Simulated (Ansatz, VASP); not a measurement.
**SiO2 in VASP and in Ansatz**

POSCAR

```
SiO2
1.0
    4.1854060762      0.0000000000      0.0000000000
    0.0000000000      4.1854060762      0.0000000000
    0.0000000000      0.0000000000      2.6687449733
Si O
2 4
Direct
    0.5000000000      0.5000000000      0.5000000000
    0.0000000000      0.0000000000      0.0000000000
    0.6600960412      0.7276743616      0.0000000000
    0.1600960412      0.7723256384      0.5000000000
    0.3399039588      0.2723256384      0.0000000000
    0.8399039588      0.2276743616      0.5000000000
```

INCAR.step1

```
SYSTEM = SiO2
ALGO = Normal
EDIFF = 1E-4
ENCUT = 520
GGA = PE
ISMEAR = 0
LASPH = .True.
LCHARG = .False.
LREAL = .False.
LWAVE = .True.
NBANDS = 25
NELM = 60
PREC = Accurate
SIGMA = 0.05
```

File INCAR.step2:

```
SYSTEM = SiO2
ALGO = Normal
EDIFF = 1E-6
ENCUT = 520
ISIF = 2
ISMEAR = 0
ISTART = 1
LASPH = .True.
LCHARG = .False.
LMIXTAU = .True.
LREAL = .False.
LWAVE = .False.
METAGGA = R2SCAN
NBANDS = 25
NELM = 60
PREC = Accurate
SIGMA = 0.05
```

Contents of KPOINTS:

```
k-points
0
Gamma
  6 6 8
  0 0 0
```

Input for Ansatz:

```yaml
crystal:
  lattice:
    - [4.1854060762, 0.0, 0.0]
    - [0.0, 4.1854060762, 0.0]
    - [0.0, 0.0, 2.6687449733]
  atoms:
    - { symbol: Si, position: [0.5, 0.5, 0.5] }
    - { symbol: Si, position: [0.0, 0.0, 0.0] }
    - { symbol: O, position: [0.6600960412, 0.7276743616, 0.0] }
    - { symbol: O, position: [0.1600960412, 0.7723256384, 0.5] }
    - { symbol: O, position: [0.3399039588, 0.2723256384, 0.0] }
    - { symbol: O, position: [0.8399039588, 0.2276743616, 0.5] }
basis:
  ecutwfc: 500
kpoints:
  mp_grid: { grid: [6, 6, 8] }
hamiltonian:
  xc: r2scan
scf:
  occupations: { method: gaussian, width: 0.05 }
output:
  forces: true
  stress: true
  eigenvalues: true
```

Change from the starting cell: mode 4 (232.3 1/cm) frozen in, largest displacement -0.200 Å.

Alike in both runs: task single point; functional r2SCAN; k mesh 6 × 6 × 8; occupations gaussian, width 0.05 eV; no spin polarisation.

```csv
,VASP,Ansatz
version,VASP 6.6.1,Ansatz 0.2.0
potentials or method,"VASP PAW PBE potentials, release 64 (Si, O), cutoff 520 eV","scalar-relativistic, plane waves, PAW"
valence electrons in the cell,32,32
```

```csv
,VASP,Ansatz,Ansatz less VASP
gap on the k mesh at the Fermi level (eV),6.63,6.64,+0.008
least direct gap on the mesh (eV),6.64,6.64,+0.008
pressure (GPa),-3.0,-3.4,-0.39
"traceless stress, the component that is largest in VASP (GPa)",-9.59,-9.35,+0.237
rms of the force components (eV/Å),0.416,0.417,+0.0008
```

VASP's potentials were made for PBE, not for r2SCAN. Atom by atom the forces differ by 0.010 eV/Å (rms over components).
